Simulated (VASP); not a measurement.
# C: single point with PBEsol

The system is C.

```xyz
4
Lattice="2.4589 0.0000 0.0000 -1.2294 2.1294 0.0000 0.0000 0.0000 7.2473" Properties=species:S:1:pos:R:3 pbc="T T T"
C     0.0000    0.0000    0.0181
C     0.0000    0.0000    3.6418
C     0.0000    1.4196    0.0181
C     1.2294    0.7098    3.6418
```

```
Program                : VASP 6.6.1
Task                   : single point
Functional             : PBEsol
Potentials or basis    : VASP PAW PBE potentials, release 64 (C)
Cutoff                 : 520 eV
k mesh                 : 14 × 14 × 6
Occupations            : fermi-dirac, width 0.1 eV
Spin                   : no spin polarisation
Dipole correction      : no
Further INCAR settings : ALGO = Normal; EDIFF = 1e-06; NBANDS = 16
```

```json
{
  "Pressure": "0.6 GPa",
  "Band gap on the k mesh": "1.01 eV, direct"
}
```

Stress tensor (GPa, compression positive):
```
 0.96  0.00  0.00
 0.00  0.96  0.00
 0.00  0.00 -0.05
```

Levels at points of the mesh, in eV from the valence-band top:
```csv
k point,band 4,band 5,band 6,band 7,band 8,band 9,band 10,band 11,band 12,band 13
"(0.00, 0.00, 0.00)",-6.54,-2.53,-2.53,-2.52,-2.52,3.98,8.81,8.81,8.83,8.83
"(0.50, 0.00, 0.00)",-12.79,-5.96,-5.93,-2.17,-1.72,1.93,2.45,7.79,8.02,11.26
"(0.00, 0.00, 0.50)",-7.26,-2.52,-2.52,-2.52,-2.52,6.08,6.08,8.82,8.82,8.82
"(0.50, 0.00, 0.50)",-12.81,-5.95,-5.95,-1.92,-1.92,2.09,2.09,7.90,7.90,12.44
```

Run time: 24 s on 1 thread of AMD EPYC 9R45 (Zen 5) (shared host), peak memory 0.13 GiB.

Caveat: the PAW data sets were made with another functional, which shifts forces and pressure a little; this functional lacks dispersion, which binds the layers, so the pressure and a relaxed spacing across them are unreliable. PBEsol gaps usually lie below the measured ones, often by a third to a half.
